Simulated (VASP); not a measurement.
A run of VASP 6.6.1 is set up as follows.

File POSCAR:

```
TaN
1.0
    0.0000000000      2.1979132428      2.1979132428
    2.1979132428      0.0000000000      2.1979132428
    2.1979132428      2.1979132428      0.0000000000
Ta N
1 1
Direct
    0.5000000000      0.5000000000      0.5000000000
    0.0000000000      0.0000000000      0.0000000000
```

File INCAR.step1:

```
ALGO     = Normal         # electronic algorithm
EDIFF    = 1E-4           # SCF threshold, eV
ENCUT    = 520            # plane-wave cutoff, eV
GGA      = PE             # functional
ISMEAR   = -1             # smearing method
LASPH    = T              # aspherical terms in the spheres
LCHARG   = F              # write CHGCAR
LREAL    = F              # projectors in reciprocal space
LWAVE    = T              # write WAVECAR
NBANDS   = 15             # bands
NELM     = 80             # most SCF steps
PREC     = Accurate       # precision mode
SIGMA    = 0.05           # smearing width, eV
```

The input INCAR.step2:

```
ALGO     = Normal         # electronic algorithm
EDIFF    = 1E-6           # SCF threshold, eV
ENCUT    = 520            # plane-wave cutoff, eV
ISIF     = 2              # what is computed and relaxed
ISMEAR   = -1             # smearing method
ISTART   = 1            
LASPH    = T              # aspherical terms in the spheres
LCHARG   = F              # write CHGCAR
LMIXTAU  = T            
LREAL    = F              # projectors in reciprocal space
LWAVE    = F              # write WAVECAR
METAGGA  = R2SCAN         # meta-GGA
NBANDS   = 15             # bands
NELM     = 80             # most SCF steps
PREC     = Accurate       # precision mode
SIGMA    = 0.05           # smearing width, eV
```

Contents of KPOINTS:

```
k-points
0
Gamma
  10 10 10
```

Potentials or basis: VASP PAW PBE potentials, release 64 (Ta_pv, N).

Command:

```sh
$ cat potpaw_PBE.64/Ta_pv/POTCAR potpaw_PBE.64/N/POTCAR > POTCAR
$ cp INCAR.step1 INCAR
$ mpirun -np 1 vasp_std > vasp.out
$ cp INCAR.step2 INCAR
$ mpirun -np 1 vasp_std > vasp.out
```

Question: Predict the pressure.

Answer: 1.9 GPa.

Question: What does it give for the band gap on the k mesh?

Answer: Zero (band 8 reaches 11.55 eV, above the bottom of band 9 at 7.45 eV).

Caveat: the PAW data sets were made with another functional, which shifts forces and pressure a little; spin-orbit coupling is left out, which moves the levels of the heavy elements.
